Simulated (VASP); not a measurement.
A run of VASP 6.6.1 is set up as follows.

The input INCAR:

```
PREC     = Accurate       # precision mode
ENCUT    = 520            # plane-wave cutoff, eV
EDIFF    = 1E-6           # SCF threshold, eV
ISMEAR   = 0              # smearing method
SIGMA    = 0.1            # smearing width, eV
LREAL    = F              # projectors in reciprocal space
LASPH    = T              # aspherical terms in the spheres
NELM     = 80             # most SCF steps
ALGO     = Fast           # electronic algorithm
ISIF     = 2              # what is computed and relaxed
LWAVE    = F              # write WAVECAR
LCHARG   = F              # write CHGCAR
GGA      = PS             # functional
NBANDS   = 11             # bands
```

Contents of KPOINTS:

```
regular mesh
0
Gamma
  16 16 16
```

File POSCAR:

```
Hf
1.0
   -1.7453278433      1.7453278433      1.7453278433
    1.7453278433     -1.7453278433      1.7453278433
    1.7453278433      1.7453278433     -1.7453278433
Hf
1
Direct
    0.0000000000      0.0000000000      0.0000000000
```

Potentials or basis: VASP PAW PBE potentials, release 64 (Hf_pv).

Launch:

```sh
$ cat potpaw_PBE.64/Hf_pv/POTCAR > POTCAR
$ mpirun -np 1 vasp_std > vasp.out
```

Question: What does it give for the band gap on the k mesh?

Answer: Zero (band 5 reaches 6.31 eV, above the bottom of band 6 at 3.96 eV).

Question: Predict the pressure.

Answer: -0.2 GPa.

Caveat: the PAW data sets were made with another functional, which shifts forces and pressure a little; spin-orbit coupling is left out, which moves the levels of the heavy elements.
